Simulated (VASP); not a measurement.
# Hf3SnS8 (P-3m1) in VASP: relaxation of cell and atoms with PBE

Aim: the relaxation of cell and atoms of Hf3SnS8 with PBE.

Program: VASP 6.6.1. These are calculated values, not measurements. Logs are shortened: lines on timing, memory, paths and dates and some standing lists are left out, and cuts for length are marked.

**1. The cell of the first run**

It takes space group P-3m1 (No. 164, trigonal). The conventional cell has a = 3.668 Å, b = 3.668 Å, c = 26.505 Å, α = 90.00°, β = 90.00°, γ = 120.00°. Within 3.4 Å of Hf (site symmetry 3m) lie 6 S at 2.56 Å. Within 3.4 Å of Hf (site symmetry -3m) lie 6 S at 2.56 Å. Within 3.4 Å of Sn (site symmetry -3m) lie 6 S at 2.59 Å. Within 3.4 Å of S (site symmetry 3m) lie 3 Sn at 2.59 Å. S (site symmetry 3m) has 3 Hf at 2.56 Å within 3.4 Å. S (site symmetry 3m) has 3 Hf at 2.56 Å within 3.4 Å. S (site symmetry 3m) has 3 Hf at 2.56 Å within 3.4 Å.

**2. Relaxation of cell and atoms, PBE**

The input, INCAR:

```
  PREC = Accurate
  ENCUT = 600
  EDIFF = 1E-6
  ISMEAR = 0
  SIGMA = 0.02
  LREAL = F
  LASPH = T
  NELM = 100
  ALGO = Normal
  ISIF = 3
  LWAVE = F
  LCHARG = F
  GGA = PE
  IBRION = 2
  NSW = 100
  EDIFFG = -0.01
```

The input, KPOINTS:

```
regular mesh
0
Gamma
  12 12 1
```

The input, POSCAR:

```
Hf3SnS8
1.0
    3.6679233974      0.0000000000      0.0000000000
   -1.8339616987      3.1765148412      0.0000000000
    0.0000000000      0.0000000000     26.5048996377
Hf Sn S
3 1 8
Direct
    0.0000000000      0.0000000000      0.2511991757
    0.0000000000      0.0000000000      0.5000000000
    0.0000000000      0.0000000000      0.7488008243
    0.0000000000      0.0000000000      0.0000000000
    0.3333333333      0.6666666667      0.0561952787
    0.3333333333      0.6666666667      0.3054582575
    0.3333333333      0.6666666667      0.5542627074
    0.3333333333      0.6666666667      0.8030625733
    0.6666666667      0.3333333333      0.1969374267
    0.6666666667      0.3333333333      0.4457372926
    0.6666666667      0.3333333333      0.6945417425
    0.6666666667      0.3333333333      0.9438047213
```

Potentials or basis: VASP PAW PBE potentials, release 64 (Hf_pv, Sn_d, S).

Run with:

```
$ cat potpaw_PBE.64/Hf_pv/POTCAR potpaw_PBE.64/Sn_d/POTCAR potpaw_PBE.64/S/POTCAR > POTCAR
$ mpirun -np 1 vasp_std > vasp.out
```

OUTCAR:

```text
PREC = Accurate
   ENCUT = 600
   EDIFF = 1E-6
   ISMEAR = 0
   LREAL = F
   LASPH = T
   NELM = 100
   ISIF = 3
   GGA = PE
   IBRION = 2
   NSW = 100
   EDIFFG = -0.01

 ion  position               nearest neighbor table
   1  0.000  0.000  0.251-   6 2.56   6 2.56   6 2.56   9 2.56   9 2.56   9 2.56
   2  0.000  0.000  0.500-   7 2.56  10 2.56   7 2.56  10 2.56  10 2.56   7 2.56
   3  0.000  0.000  0.749-  11 2.56  11 2.56  11 2.56   8 2.56   8 2.56   8 2.56
   4  0.000  0.000  0.000-   5 2.59  12 2.59   5 2.59  12 2.59  12 2.59   5 2.59
   5  0.333  0.667  0.056-   4 2.59   4 2.59   4 2.59
   6  0.333  0.667  0.305-   1 2.56   1 2.56   1 2.56
   7  0.333  0.667  0.554-   2 2.56   2 2.56   2 2.56
   8  0.333  0.667  0.803-   3 2.56   3 2.56   3 2.56
   9  0.667  0.333  0.197-   1 2.56   1 2.56   1 2.56
  10  0.667  0.333  0.446-   2 2.56   2 2.56   2 2.56
  11  0.667  0.333  0.695-   3 2.56   3 2.56   3 2.56
  12  0.667  0.333  0.944-   4 2.59   4 2.59   4 2.59

  LATTYP: Found a hexagonal cell.
 ALAT       =     3.6679233974
 C/A-ratio  =     7.2261322732

  Lattice vectors:

 A1 = (   3.6679233974,   0.0000000000,   0.0000000000)
 A2 = (  -1.8339616987,   3.1765148412,   0.0000000000)
 A3 = (   0.0000000000,   0.0000000000,  26.5048996377)

Analysis of symmetry for initial positions (statically):
=====================================================================
 Subroutine PRICEL returns:
 Original cell was already a primitive cell.

 Routine SETGRP: Setting up the symmetry group for a
 hexagonal supercell.

 Subroutine GETGRP returns: Found 12 space group operations
 (whereof 12 operations were pure point group operations)
 out of a pool of 24 trial point group operations.

The static configuration has the point symmetry D_3d.

Analysis of symmetry for dynamics (positions and initial velocities):
=====================================================================
 Subroutine PRICEL returns:
 Original cell was already a primitive cell.

 Routine SETGRP: Setting up the symmetry group for a
 hexagonal supercell.

 Subroutine GETGRP returns: Found 12 space group operations
 (whereof 12 operations were pure point group operations)
 out of a pool of 24 trial point group operations.

The dynamic configuration has the point symmetry D_3d.

 Subroutine INISYM returns: Found 12 space group operations
 (whereof 12 operations are pure point group operations),
 and found     1 'primitive' translations
[... 96 lines left out ...]
   ions per type =               3   1   8
   NGX,Y,Z   is equivalent  to a cutoff of  13.60, 13.60, 13.55 a.u.
   NGXF,Y,Z  is equivalent  to a cutoff of  27.19, 27.19, 27.10 a.u.
 SYSTEM =  unknown system
   PREC   = accura    normal or accurate (medium, high low for compatibility)
   ISTART =      0    job   : 0-new  1-cont  2-samecut
   ICHARG =      2    charge: 1-file 2-atom 10-const
   ISPIN  =      1    spin polarized calculation?
   LNONCOLLINEAR =      F non collinear calculations
   LSORBIT =      F    spin-orbit coupling
   LASPH  =      T    aspherical Exc in radial PAW
   ENCUT  =  600.0 eV  44.10 Ry    6.64 a.u.   7.33  7.33 52.94*2*pi/ulx,y,z
   NELM   =    100;   NELMIN=  2; NELMDL= -5     # of ELM steps
   EDIFF  = 0.1E-05   stopping-criterion for ELM
   LREAL  =      F    real-space projection
   EDIFFG = -.1E-01   stopping-criterion for IOM
   NSW    =    100    number of steps for IOM
   IBRION =      2    ionic relax: 0-MD 1-quasi-New 2-CG
   NFREE  =      1    steps in history (QN), initial steepest desc. (CG)
   ISIF   =      3    stress and relaxation
   ISYM   =      2    0-nonsym 1-usesym 2-fastsym
   POTIM  = 0.5000    time-step for ionic-motion
   TEBEG  =    0.0;   TEEND  =   0.0 temperature during run
   PSTRESS=    0.0 pullay stress
   NELECT =      92.0000    total number of electrons
   NUPDOWN=      -1.0000    fix difference up-down
   EMIN   =  10.00;   EMAX   =-10.00  energy-range for DOS
   EFERMI =   0.00;   METHOD = LEGACY
   ISMEAR =     0;   SIGMA  =   0.02  broadening in eV -4-tet -1-fermi 0-gaus
   EFERMI_NEDOS =   21; number of points for ismear=-14 and -15
   IALGO  =     38    algorithm
   IMIX   =      4    mixing-type and parameters
     AMIX     =   0.40;   BMIX     =  1.00
     AMIX_MAG =   1.60;   BMIX_MAG =  1.00
  volume/ion in A,a.u.               =      25.73       173.67
  Fermi-wavevector in a.u.,A,eV,Ry     =   1.093381  2.066191 16.265531  1.195483
  Thomas-Fermi vector in A             =   2.229666
   LORBIT       =      0    0 simple, 1 ext, 2 COOP (PROOUT), +10 PAW based schemes
   GGA     = PE    functional components
   LHFCALC =     F    Hartree Fock is set to
   AEXX    =    0.0000 exact exchange contribution
   IVDW    =     0    specifies the selected vdW correction
   LEPSILON=     F    determine dielectric tensor
   LRPA    =     F    only Hartree local field effects (RPA)
 conjugate gradient relaxation of ions
 non-spin polarized calculation
 Gauss-broadening in eV      SIGMA  =   0.02
  energy-cutoff  :      600.00
  volume of cell :      308.81
 maximum number of plane-waves:     10431
 NGX is ok and might be reduce to    30
   NGX = 15   NGY = 15   NGZ =105

--------------------------------------- Ionic step        1  -------------------------------------------

 number of electron      91.9999993 magnetization

 Free energy of the ion-electron system (eV)
  ---------------------------------------------------
  ext. energy  EPLUGINS =         0.00000000
  ---------------------------------------------------
  free energy    TOTEN  =       -82.00444008 eV

  energy without entropy =      -82.00444008  energy(sigma->0) =      -82.00444008

------------------------ aborting loop because EDIFF is reached ----------------------------------------

  FORCE on cell =-STRESS in cart. coord.  units (eV):
  Direction    XX          YY          ZZ          XY          YZ          ZX
  --------------------------------------------------------------------------------------
  -------------------------------------------------------------------------------------
  Total       -1.0227307     -1.0227307     -0.3297894     -0.0000000      0.0000000      0.0000000
  in kB       -5.3060893     -5.3060893     -1.7109998     -0.0000000      0.0000000      0.0000000
  external PRESSURE =      -4.1077262 kB  Pullay stress =       0.0000000 kB
[... 309 lines left out ...]
--------------------------------------- Ionic step        8  -------------------------------------------

 number of electron      91.9999994 magnetization

 Free energy of the ion-electron system (eV)
  ---------------------------------------------------
  ext. energy  EPLUGINS =         0.00000000
  ---------------------------------------------------
  free energy    TOTEN  =       -82.00750280 eV

  energy without entropy =      -82.00750280  energy(sigma->0) =      -82.00750280

 E-fermi :   2.5079     XC(G=0):  -8.8229

 val. band max:        2.3238125459   @ k =   0.0000   0.0000   0.0000
 cond. band min:       3.5276455710   @ k =   0.5000   0.0000   0.0000
 fundamental gap:      1.2038330251
 Fermi energy:         2.5079252639

 k-point     1 :       0.0000    0.0000    0.0000
  band No.  band energies     occupation
      1     -28.3476      2.00000
      2     -28.3472      2.00000
      3     -28.3472      2.00000
      4     -28.2381      2.00000
      5     -28.2381      2.00000
      6     -28.2376      2.00000
[... 1130 lines left out ...]
  FREE ENERGIE OF THE ION-ELECTRON SYSTEM (eV)
  ---------------------------------------------------
  free  energy   TOTEN  =       -82.0075027971 eV

  energy  without entropy=      -82.0075027971  energy(sigma->0) =      -82.00750280

 reached required accuracy - stopping structural energy minimisation
```

OSZICAR:

```text
N       E                     dE             d eps       ncg     rms          rms(c)
DAV:   1     0.790764304935E+03    0.79076E+03   -0.46082E+04  2090   0.178E+03
DAV:   2     0.273555451279E+02   -0.76341E+03   -0.73952E+03  2370   0.415E+02
DAV:   3    -0.816727846355E+02   -0.10903E+03   -0.10443E+03  2442   0.140E+02
DAV:   4    -0.879762973441E+02   -0.63035E+01   -0.62088E+01  2516   0.355E+01
[... 65 lines left out ...]
       N       E                     dE             d eps       ncg     rms          rms(c)
DAV:   1    -0.820075224538E+02   -0.13980E-04   -0.93161E-04  2275   0.125E-01    0.271E-02
DAV:   2    -0.820075062167E+02    0.16237E-04   -0.51131E-05  2677   0.340E-02    0.160E-02
DAV:   3    -0.820075036752E+02    0.25416E-05   -0.87887E-06  2686   0.112E-02    0.943E-03
DAV:   4    -0.820075027971E+02    0.87805E-06   -0.60637E-07  1423   0.401E-03
   8 F= -.82007503E+02 E0= -.82007503E+02  d E =-.551641E-03
```

Run time: 48 min. Hardware: 1 thread of Oxide Virtual Turin-like, shared host; peak memory 0.68 GiB.

Results:

```
Free energy                           : -82.0075 eV
Relaxed volume                        : 25.62 Å³/atom
Relaxed cell                          : a = 3.657 Å, b = 3.657 Å, c = 26.538 Å, α = 90.00°, β = 90.00°, γ = 120.00°
Space group after relaxing (to 0.1 Å) : P-3m1 (No. 164)
Energy gained by relaxing             : 0.3 meV/atom
Ionic steps                           : 8
Pressure after relaxing               : 0.0 GPa
Largest force after relaxing          : 0.010 eV/Å
Band gap on the k mesh                : 1.20 eV (least direct gap 1.78 eV)
```

Forces on the atoms (eV/Å):
```
Hf   0.000  0.000  0.000
Hf   0.000  0.000  0.000
Hf   0.000  0.000  0.000
Sn   0.000  0.000  0.000
S    0.000  0.000 -0.009
S    0.000  0.000 -0.009
S    0.000  0.000 -0.009
S    0.000  0.000 -0.010
S    0.000  0.000  0.010
S    0.000  0.000  0.009
S    0.000  0.000  0.009
S    0.000  0.000  0.009
```

Step by step:
```
step  energy change (eV)  largest force (eV/Å)  pressure (GPa)  volume (Å³)
   1              0.0000                0.0608           -0.41       308.81
   2              0.0000                0.0769            0.50       305.87
   3             -0.0025                0.0341            0.04       307.33
   4             -0.0030                0.0052            0.03       307.38
   5             -0.0030                0.0247            0.01       307.43
   6             -0.0031                0.0154            0.02       307.41
   7             -0.0031                0.0128            0.02       307.41
   8             -0.0031                0.0098            0.02       307.40
```

Final structure:
```xyz
12
Lattice="3.6573 0.0000 0.0000 -1.8286 3.1673 0.0000 0.0000 0.0000 26.5378" Properties=species:S:1:pos:R:3 pbc="T T T"
Hf    1.8286    3.1673    6.6663
Hf    0.0000    0.0000   13.2689
Hf    0.0000    0.0000   19.8714
Sn    0.0000    0.0000    0.0000
S     0.0000    2.1115    1.4934
S     0.0000    2.1115    8.1049
S     0.0000    2.1115   14.7076
S     0.0000    2.1115   21.3102
S     1.8286    1.0558    5.2276
S     1.8286    1.0558   11.8302
S     1.8286    1.0558   18.4329
S     1.8286    1.0558   25.0444
```

Caveat: spin-orbit coupling is left out, which moves the levels of the heavy elements; an odd mesh through Γ misses points on the zone boundary, where band edges can lie; this functional lacks dispersion, which binds the layers, so the pressure and a relaxed spacing across them are unreliable.
